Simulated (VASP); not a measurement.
Here is a VASP 6.6.1 calculation.

INCAR

```
  PREC = Accurate
  ENCUT = 600
  EDIFF = 1E-7
  ISMEAR = 0
  SIGMA = 0.1
  LREAL = False
  LASPH = True
  NELM = 200
  ALGO = Normal
  ISIF = 3
  LWAVE = False
  LCHARG = False
  ISPIN = 2
  MAGMOM = 0 -2 -2 0 0 0
  LORBIT = 11
  LMAXMIX = 4
  GGA = PE
  IBRION = 2
  NSW = 90
  EDIFFG = -0.04
  GGA_COMPAT = False
  NELMIN = 4
```

KPOINTS

```
regular mesh
0
Gamma
  6 6 6
```

Contents of POSCAR:

```
AlV2N3
1.0
    2.6778204600      1.5460403600      2.9874097400
   -2.6778204600      1.5460403600      2.9874097400
    0.0000000000     -3.0920807300      2.9874097400
Al V N
1 2 3
Direct
    0.5000000000      0.5000000000      0.5000000000
    0.8333333300      0.8333333300      0.8333333300
    0.1666666700      0.1666666700      0.1666666700
    0.0000000000      0.3333333300      0.6666666700
    0.3333333300      0.6666666700      0.0000000000
    0.6666666700      0.0000000000      0.3333333300
```

Potentials or basis: VASP PAW PBE potentials, release 64 (Al, V_sv, N).

Launch:

```console
$ cat potpaw_PBE.64/Al/POTCAR potpaw_PBE.64/V_sv/POTCAR potpaw_PBE.64/N/POTCAR > POTCAR
$ mpirun -np 1 vasp_std > vasp.out
```

(1) Estimate the relaxed cell.

(2) Predict the relaxed volume.

## Answers

(1) a = 3.829 Å, b = 3.829 Å, c = 3.829 Å, α = 78.05°, β = 78.05°, γ = 78.05°.

(2) 8.82 Å³/atom.

Caveat: the volume moved by over 15 % at a fixed basis, so the end points are rough.
